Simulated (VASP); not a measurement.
## LiF: single point with PBE

The system is LiF.

```
Li F
1.0
     0.00000    2.03353    2.03353
     2.03353    0.00000    2.03353
     2.03353    2.03353    0.00000
Li F
1 1
Cartesian
  0.0000 0.0000 0.0000
  2.0335 2.0335 2.0335
```

| Quantity | Value |
| --- | --- |
| Program | VASP 6.6.1 |
| Task | single point |
| Functional | PBE |
| Potentials or basis | VASP PAW PBE potentials, release 64 (Li_sv, F) |
| Cutoff | 520 eV |
| k mesh | 10 × 10 × 10 |
| Occupations | gaussian, width 0.02 eV |
| Spin | no spin polarisation |
| Dipole correction | no |
| Further INCAR settings | ALGO = Normal; EDIFF = 1e-06; NBANDS = 12 |

```json
{
 "Band gap on the k mesh": "8.83 eV"
}
```

Levels at points of the mesh, in eV from the valence-band top:
| k point | band 3 | band 4 | band 5 | band 6 | band 7 | band 8 |
| --- | --- | --- | --- | --- | --- | --- |
| (0.00, 0.00, 0.00) | 0.00 | 0.00 | 0.00 | 8.83 | 23.59 | 23.59 |
| (0.50, 0.00, 0.00) | -2.43 | -0.22 | -0.22 | 10.62 | 16.40 | 18.66 |
| (0.50, 0.50, 0.00) | -2.88 | -0.96 | -0.96 | 14.54 | 16.33 | 17.10 |

Run time: 8 s on 1 thread of AMD EPYC 7R13 Processor (Zen 3), on a shared host, peak memory 0.1 GiB.

 Expect the measured gap to be larger: semilocal functionals such as PBE lack the derivative discontinuity.
